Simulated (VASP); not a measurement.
# LiY3 (P1) in VASP: notebook

LiY3 is run at these levels: PBE; tasks: single point.

All numbers are computed with VASP 6.6.1; they aren't measurements. Logs are shortened: lines on timing, memory, paths and dates and some standing lists are left out, and cuts for length are marked.

**1. The cell of the first run**

The typed cell holds 4 atoms: a = 4.911 Å, b = 4.911 Å, c = 4.911 Å, α = 90.00°, β = 90.00°, γ = 90.00°.

**2. Single point, PBE**

The input, INCAR:

```
PREC = Accurate ; ENCUT = 520
EDIFF = 1E-6 ; ISMEAR = -1
SIGMA = 0.05 ; LREAL = F
LASPH = T ; NELM = 100
ALGO = Normal ; ISIF = 2
LWAVE = F ; LCHARG = F
GGA = PE ; NBANDS = 26
```

The input, KPOINTS:

```
regular mesh
0
Gamma
  3 3 3
```

The input, POSCAR:

```
LiY3
1.0
    4.9114967794      0.0000000000      0.0000000000
    0.0000000000      4.9114967794      0.0000000000
    0.0000000000      0.0000000000      4.9114967794
Li Y
1 3
Direct
    0.0441200000      0.9808300000      0.9994900000
    0.4800300000      0.5238000000      0.9626300000
    0.4699700000      0.9966800000      0.5034800000
    0.9885600000      0.5416300000      0.4928600000
```

Potentials or basis: VASP PAW PBE potentials, release 64 (Li_sv, Y_sv).

Run with:

```console
$ cat potpaw_PBE.64/Li_sv/POTCAR potpaw_PBE.64/Y_sv/POTCAR > POTCAR
$ mpirun -np 1 vasp_std > vasp.out
```

OUTCAR:

```text
PREC = Accurate
   ENCUT = 520
   EDIFF = 1E-6
   ISMEAR = -1
   LREAL = F
   LASPH = T
   NELM = 100
   ISIF = 2
   GGA = PE

 ion  position               nearest neighbor table
   1  0.044  0.981  0.999-   2 3.11   3 3.21   3 3.24   4 3.26   4 3.30   2 3.42
   2  0.480  0.524  0.963-   1 3.11   3 3.24   4 3.34   4 3.40   1 3.42   3 3.43   3 3.53   4 3.55
                             4 3.61   3 3.71
   3  0.470  0.997  0.503-   1 3.21   2 3.24   1 3.24   4 3.25   4 3.39   2 3.43   2 3.53   4 3.57
                             4 3.70   2 3.71
   4  0.989  0.542  0.493-   3 3.25   1 3.26   1 3.30   2 3.34   3 3.39   2 3.40   2 3.55   3 3.57
                             2 3.61   3 3.70

  LATTYP: Found a simple cubic cell.
 ALAT       =     4.9114967794

  Lattice vectors:

 A1 = (   4.9114967794,   0.0000000000,   0.0000000000)
 A2 = (   0.0000000000,   4.9114967794,   0.0000000000)
 A3 = (   0.0000000000,   0.0000000000,   4.9114967794)

Analysis of symmetry for initial positions (statically):
=====================================================================
 Subroutine PRICEL returns:
 Original cell was already a primitive cell.

 Routine SETGRP: Setting up the symmetry group for a
 simple cubic supercell.

 Subroutine GETGRP returns: Found  1 space group operations
 (whereof  1 operations were pure point group operations)
 out of a pool of 48 trial point group operations.

The static configuration has the point symmetry C_1 .

Analysis of symmetry for dynamics (positions and initial velocities):
=====================================================================
 Subroutine PRICEL returns:
 Original cell was already a primitive cell.

 Routine SETGRP: Setting up the symmetry group for a
 simple cubic supercell.

 Subroutine GETGRP returns: Found  1 space group operations
 (whereof  1 operations were pure point group operations)
 out of a pool of 48 trial point group operations.

The dynamic configuration has the point symmetry C_1 .

 Subroutine INISYM returns: Found  1 space group operations
 (whereof  1 operations are pure point group operations),
 and found     1 'primitive' translations

----------------------------------------------------------------------------------------

                                     Primitive cell

  volume of cell :     118.4791

[... 77 lines left out ...]
   LSORBIT =      F    spin-orbit coupling
   LASPH  =      T    aspherical Exc in radial PAW
   ENCUT  =  520.0 eV  38.22 Ry    6.18 a.u.   9.13  9.13  9.13*2*pi/ulx,y,z
   NELM   =    100;   NELMIN=  2; NELMDL= -5     # of ELM steps
   EDIFF  = 0.1E-05   stopping-criterion for ELM
   LREAL  =      F    real-space projection
   EDIFFG = 0.1E-04   stopping-criterion for IOM
   NSW    =      0    number of steps for IOM
   IBRION =     -1    ionic relax: 0-MD 1-quasi-New 2-CG
   NFREE  =      0    steps in history (QN), initial steepest desc. (CG)
   ISIF   =      2    stress and relaxation
   ISYM   =      2    0-nonsym 1-usesym 2-fastsym
   POTIM  = 0.5000    time-step for ionic-motion
   TEBEG  =    0.0;   TEEND  =   0.0 temperature during run
   PSTRESS=    0.0 pullay stress
   NELECT =      36.0000    total number of electrons
   NUPDOWN=      -1.0000    fix difference up-down
   EMIN   =  10.00;   EMAX   =-10.00  energy-range for DOS
   EFERMI =   0.00;   METHOD = LEGACY
   ISMEAR =    -1;   SIGMA  =   0.05  broadening in eV -4-tet -1-fermi 0-gaus
   EFERMI_NEDOS =   21; number of points for ismear=-14 and -15
   IALGO  =     38    algorithm
   IMIX   =      4    mixing-type and parameters
     AMIX     =   0.40;   BMIX     =  1.00
     AMIX_MAG =   1.60;   BMIX_MAG =  1.00
  volume/ion in A,a.u.               =      29.62       199.88
  Fermi-wavevector in a.u.,A,eV,Ry     =   1.100597  2.079827 16.480935  1.211315
  Thomas-Fermi vector in A             =   2.237011
   LORBIT       =      0    0 simple, 1 ext, 2 COOP (PROOUT), +10 PAW based schemes
   GGA     = PE    functional components
   LHFCALC =     F    Hartree Fock is set to
   AEXX    =    0.0000 exact exchange contribution
   IVDW    =     0    specifies the selected vdW correction
   LEPSILON=     F    determine dielectric tensor
   LRPA    =     F    only Hartree local field effects (RPA)
 non-spin polarized calculation
  energy-cutoff  :      520.00
  volume of cell :      118.48
 maximum number of plane-waves:      3217
 NGX is ok and might be reduce to    40
   NGX = 19   NGY = 19   NGZ = 19

 number of electron      36.0000000 magnetization

 Free energy of the ion-electron system (eV)
  ---------------------------------------------------
  ext. energy  EPLUGINS =         0.00000000
  ---------------------------------------------------
  free energy    TOTEN  =       -20.08230191 eV

  energy without entropy =      -20.00578167  energy(sigma->0) =      -20.04404179

 E-fermi :   2.5293     XC(G=0):  -9.0088

 val. band max:        2.4940576948   @ k =  -0.3333  -0.3333   0.3333
 cond. band min:       2.5369481756   @ k =   0.0000   0.3333   0.0000
 fundamental gap:      0.0428904808
 Fermi energy:         2.5292949188

 k-point     1 :       0.0000    0.0000    0.0000
  band No.  band energies     occupation
      1     -42.8754      2.00000
      2     -40.2206      2.00000
      3     -40.1190      2.00000
      4     -40.1063      2.00000
      5     -20.4582      2.00000
      6     -20.4345      2.00000
[... 395 lines left out ...]
     25       5.3086      0.00000
     26       5.7192      0.00000

------------------------ aborting loop because EDIFF is reached ----------------------------------------

  FORCE on cell =-STRESS in cart. coord.  units (eV):
  Direction    XX          YY          ZZ          XY          YZ          ZX
  --------------------------------------------------------------------------------------
  -------------------------------------------------------------------------------------
  Total        0.9831199      0.6960822      0.7895756     -0.0490612     -0.2438883      0.0271684
  in kB       13.2946059      9.4130317     10.6773306     -0.6634483     -3.2980706      0.3673953
  external PRESSURE =      11.1283227 kB  Pullay stress =       0.0000000 kB

 VOLUME and BASIS-vectors are now :
 -----------------------------------------------------------------------------
  energy-cutoff  :      520.00
  volume of cell :      118.48
      direct lattice vectors                 reciprocal lattice vectors
     4.911496779  0.000000000  0.000000000     0.203603921  0.000000000  0.000000000
     0.000000000  4.911496779  0.000000000     0.000000000  0.203603921  0.000000000
     0.000000000  0.000000000  4.911496779     0.000000000  0.000000000  0.203603921

 POSITION                                       TOTAL-FORCE (eV/Angst)
 -----------------------------------------------------------------------------------
      0.21670      4.81734      4.90899        -0.565957      0.335097     -0.132879
      2.35767      2.57264      4.72795         0.322965     -0.489013      0.967295
      2.30826      4.89519      2.47284         0.378132      0.753559     -0.447396
      4.85531      2.66021      2.42068        -0.135140     -0.599644     -0.387019
 -----------------------------------------------------------------------------------
    total drift:                                0.000257     -0.000045      0.000128

  FREE ENERGIE OF THE ION-ELECTRON SYSTEM (eV)
  ---------------------------------------------------
  free  energy   TOTEN  =       -20.0823019134 eV

  energy  without entropy=      -20.0057816669  energy(sigma->0) =      -20.04404179
```

It took 94 s on 1 thread of Intel Xeon 8259CL, shared host; peak memory 0.26 GiB.

What came out:

* Free energy: -20.0823 eV
* Largest force: 1.131 eV/Å
* Band gap on the k mesh: zero (bands 18 and 19 overlap by 0.27 eV)

Forces on the atoms (eV/Å):
```
Li  -0.566  0.335 -0.133
Y    0.323 -0.489  0.967
Y    0.378  0.754 -0.447
Y   -0.135 -0.600 -0.387
```

Caveat: the k points lie up to 0.43 Å⁻¹ apart; the cutoff is under 1.25 times the usual one of these potentials, so pressure, stress and relaxed cells hold a basis-set (Pulay) error; forces of over 1 eV/Å act on the atoms, so gaps and moduli don't describe the material at rest.

**3. Single point, PBE**

This run uses another cell than the first one, of 29.77 Å³/atom.

The input, INCAR:

```
SYSTEM = LiY3
PREC     = Accurate       ! precision mode
ENCUT    = 520            ! plane-wave cutoff, eV
EDIFF    = 1E-7           ! SCF threshold, eV
ISMEAR   = -1             ! smearing method
SIGMA    = 0.05           ! smearing width, eV
LREAL    = .FALSE.        ! projectors in reciprocal space
LASPH    = .TRUE.         ! aspherical terms in the spheres
NELM     = 60             ! most SCF steps
ALGO     = Normal         ! electronic algorithm
ISIF     = 2              ! what is computed and relaxed
LWAVE    = .FALSE.        ! write WAVECAR
LCHARG   = .FALSE.        ! write CHGCAR
GGA      = PE             ! functional
NBANDS   = 26             ! bands
```

The input, KPOINTS:

```
Automatic mesh
0
G
  3 3 3
  0 0 0
```

The input, POSCAR:

```
LiY3
1.0
    4.9197100000      0.0000000000      0.0000000000
    0.0000000000      4.9197100000      0.0000000000
    0.0000000000      0.0000000000      4.9197100000
Li Y
1 3
Direct
    0.0441200000      0.9808300000      0.9994900000
    0.4800300000      0.5238000000      0.9626300000
    0.4699700000      0.9966800000      0.5034800000
    0.9885600000      0.5416300000      0.4928600000
```

Potentials or basis: VASP PAW PBE potentials, release 64 (Li_sv, Y_sv).

Run with:

```console
$ cat potpaw_PBE.64/Li_sv/POTCAR potpaw_PBE.64/Y_sv/POTCAR > POTCAR
$ mpirun -np 1 vasp_std > vasp.out
```

OUTCAR:

```text
SYSTEM = LiY3
   PREC = Accurate
   ENCUT = 520
   EDIFF = 1E-7
   ISMEAR = -1
   LREAL = .FALSE.
   LASPH = .TRUE.
   NELM = 60
   ISIF = 2
   GGA = PE

 ion  position               nearest neighbor table
   1  0.044  0.981  0.999-   2 3.11   3 3.22   3 3.25   4 3.26   4 3.31   2 3.43
   2  0.480  0.524  0.963-   1 3.11   3 3.24   4 3.35   4 3.41   1 3.43   3 3.44   3 3.53   4 3.56
                             4 3.62   3 3.72
   3  0.470  0.997  0.503-   1 3.22   2 3.24   1 3.25   4 3.26   4 3.39   2 3.44   2 3.53   4 3.58
                             4 3.70   2 3.72
   4  0.989  0.542  0.493-   3 3.26   1 3.26   1 3.31   2 3.35   3 3.39   2 3.41   2 3.56   3 3.58
                             2 3.62   3 3.70

  LATTYP: Found a simple cubic cell.
 ALAT       =     4.9197100000

  Lattice vectors:

 A1 = (   4.9197100000,   0.0000000000,   0.0000000000)
 A2 = (   0.0000000000,   4.9197100000,   0.0000000000)
 A3 = (   0.0000000000,   0.0000000000,   4.9197100000)

Analysis of symmetry for initial positions (statically):
=====================================================================
 Subroutine PRICEL returns:
 Original cell was already a primitive cell.

[... 163 lines left out ...]

 val. band max:        2.4723887447   @ k =  -0.3333  -0.3333   0.3333
 cond. band min:       2.5174568597   @ k =   0.0000   0.3333   0.0000
 fundamental gap:      0.0450681150
 Fermi energy:         2.5089744157

 k-point     1 :       0.0000    0.0000    0.0000
  band No.  band energies     occupation
      1     -42.9090      2.00000
      2     -40.2539      2.00000
      3     -40.1545      2.00000
      4     -40.1419      2.00000
      5     -20.4864      2.00000
      6     -20.4631      2.00000
[... 395 lines left out ...]
     25       5.2728      0.00000
     26       5.7120      0.00000

------------------------ aborting loop because EDIFF is reached ----------------------------------------

  FORCE on cell =-STRESS in cart. coord.  units (eV):
  Direction    XX          YY          ZZ          XY          YZ          ZX
  --------------------------------------------------------------------------------------
  -------------------------------------------------------------------------------------
  Total        0.8657693      0.5825342      0.6712347     -0.0471416     -0.2444432      0.0267979
  in kB       11.6491510      7.8381484      9.0316366     -0.6343027     -3.2890469      0.3605729
  external PRESSURE =       9.5063120 kB  Pullay stress =       0.0000000 kB

 VOLUME and BASIS-vectors are now :
 -----------------------------------------------------------------------------
  energy-cutoff  :      520.00
  volume of cell :      119.07
      direct lattice vectors                 reciprocal lattice vectors
     4.919710000  0.000000000  0.000000000     0.203264014  0.000000000  0.000000000
     0.000000000  4.919710000  0.000000000     0.000000000  0.203264014  0.000000000
     0.000000000  0.000000000  4.919710000     0.000000000  0.000000000  0.203264014

 POSITION                                       TOTAL-FORCE (eV/Angst)
 -----------------------------------------------------------------------------------
      0.21706      4.82540      4.91720        -0.558739      0.329437     -0.133442
      2.36161      2.57694      4.73586         0.316374     -0.480887      0.957816
      2.31212      4.90338      2.47698         0.372750      0.744388     -0.443157
      4.86343      2.66466      2.42473        -0.130386     -0.592937     -0.381217
 -----------------------------------------------------------------------------------
    total drift:                                0.000074     -0.000052      0.000035

  FREE ENERGIE OF THE ION-ELECTRON SYSTEM (eV)
  ---------------------------------------------------
  free  energy   TOTEN  =       -20.0861731104 eV

  energy  without entropy=      -20.0093375483  energy(sigma->0) =      -20.04775533
```

Run time: 2 min. Hardware: 1 thread of Intel Xeon 8259CL, shared host; peak memory 0.26 GiB.

Results:

* Free energy: -20.0862 eV
* Largest force: 1.117 eV/Å
* Band gap on the k mesh: zero (bands 18 and 19 overlap by 0.27 eV)

Forces on the atoms (eV/Å):
```
Li  -0.559  0.329 -0.133
Y    0.316 -0.481  0.958
Y    0.373  0.744 -0.443
Y   -0.130 -0.593 -0.381
```

Levels at points of the mesh, in eV from the Fermi level:
| k point | band 15 | band 16 | band 17 | band 18 | band 19 | band 20 | band 21 | band 22 |
| --- | --- | --- | --- | --- | --- | --- | --- | --- |
| (0.00, 0.00, 0.00) | -1.84 | -0.75 | -0.70 | -0.34 | -0.30 | -0.25 | 1.92 | 2.03 |

Caveat: the k points lie up to 0.43 Å⁻¹ apart; the cutoff is under 1.25 times the usual one of these potentials, so pressure, stress and relaxed cells hold a basis-set (Pulay) error; forces of over 1 eV/Å act on the atoms, so gaps and moduli don't describe the material at rest.

The gap in the log of VASP goes by the Fermi energy; the results here count the filled bands.